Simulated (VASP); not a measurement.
ZnS, 2 atoms in the cell. It takes space group Imm2 (No. 44, orthorhombic). Conventional cell: a = 3.755 Å, b = 3.865 Å, c = 5.388 Å, α = 90.00°, β = 90.00°, γ = 90.00°. Zn (site symmetry mm2) has 4 S at 2.33 to 2.34 Å within 3.1 Å. Within 3.1 Å of S (site symmetry mm2) lie 4 Zn at 2.33 to 2.34 Å.  This cell differs from its parent crystal: shear xy strain -2.9%.

| Property | Result |
| --- | --- |
| Program | VASP 6.6.1 |
| Task | single point |
| Functional | r2SCAN |
| Potentials or basis | VASP PAW PBE potentials, release 64 (Zn, S) |
| Cutoff | 520 eV |
| k mesh | 8 × 8 × 8 |
| Occupations | gaussian, width 0.01 eV |
| Spin | no spin polarisation |
| Dipole correction | no |
| Further INCAR settings | ALGO = Normal; EDIFF = 1e-06; NBANDS = 16 |

Potentials or basis: VASP PAW PBE potentials, release 64 (Zn, S).

Command:

```console
$ cat potpaw_PBE.64/Zn/POTCAR potpaw_PBE.64/S/POTCAR > POTCAR
$ cp INCAR.step1 INCAR
$ mpirun -np 1 vasp_std > vasp.out
$ cp INCAR.step2 INCAR
$ mpirun -np 1 vasp_std > vasp.out
```

Hardware: 1 thread of AMD EPYC 7R13, on a shared host.

How long does it take, and how much memory?

Run time: 5.5 min on 1 thread of AMD EPYC 7R13 (shared host), peak memory 0.18 GiB. Counts: k points 95.
